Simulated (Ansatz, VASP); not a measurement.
C: VASP beside Ansatz

The input INCAR:

```
SYSTEM = C
ALGO = Normal
EDIFF = 1E-6
ENCUT = 520
GGA = RP
ISIF = 2
ISMEAR = -1
LASPH = .True.
LCHARG = .True.
LELF = .True.
LREAL = .False.
LVHAR = .True.
LWAVE = .False.
NBANDS = 16
NELM = 60
PREC = Accurate
SIGMA = 0.05
```

File KPOINTS:

```
k-points
0
Gamma
  12 12 7
  0 0 0
```

POSCAR

```
C
1.0
    2.4896804465      0.0000000000      0.0000000000
   -1.2448402233      2.1561265140      0.0000000000
    0.0000000000      0.0000000000      4.1422459084
C
4
Direct
    0.3333333333      0.6666666667      0.0626895848
    0.6666666667      0.3333333333      0.5626895848
    0.3333333333      0.6666666667      0.4373104152
    0.6666666667      0.3333333333      0.9373104152
```

Input for Ansatz:

```yaml
crystal:
  lattice:
    - [2.4896804465, 0.0, 0.0]
    - [-1.2448402233, 2.156126514, 0.0]
    - [0.0, 0.0, 4.1422459084]
  atoms:
    - { symbol: C, position: [0.3333333333, 0.6666666667, 0.0626895848] }
    - { symbol: C, position: [0.6666666667, 0.3333333333, 0.5626895848] }
    - { symbol: C, position: [0.3333333333, 0.6666666667, 0.4373104152] }
    - { symbol: C, position: [0.6666666667, 0.3333333333, 0.9373104152] }
hamiltonian:
  xc: rpbe
  pseudopotentials:
    kind: paw
    azcp:
      C: "pseudopotentials/C.paw.azcp"
basis:
  ecutwfc: 420
  fft_grid_basis: typed
kpoints:
  mp_grid: { grid: [12, 12, 7], shift: [0, 0, 0] }
magnetization:
  spin_polarized: false
scf:
  occupations: { method: fermi_dirac, width: 0.05 }
  lower_state_search: "off"
output:
  stress: true
```

Alike in both runs: task single point; functional RPBE; k mesh 12 × 12 × 7; occupations fermi-dirac, width 0.05 eV; no spin polarisation.

|  | VASP | Ansatz |
| --- | --- | --- |
| version | VASP 6.6.1 | Ansatz 0.2.0 |
| potentials or method | VASP PAW PBE potentials, release 64 (C), cutoff 520 eV | plane waves (420 eV) with PAW, scalar-relativistic |
| valence electrons in the cell | 16 | 16 |

|  | VASP | Ansatz | Ansatz less VASP |
| --- | --- | --- | --- |
| pressure (GPa) | 19.1 | 18.4 | -0.61 |
| traceless stress, the component that is largest in VASP (GPa) | 0.20 | 0.28 | +0.084 |

VASP's potentials were made for PBE, not for RPBE. With one functional, cell and mesh, what is left measures potentials, basis and numerics.
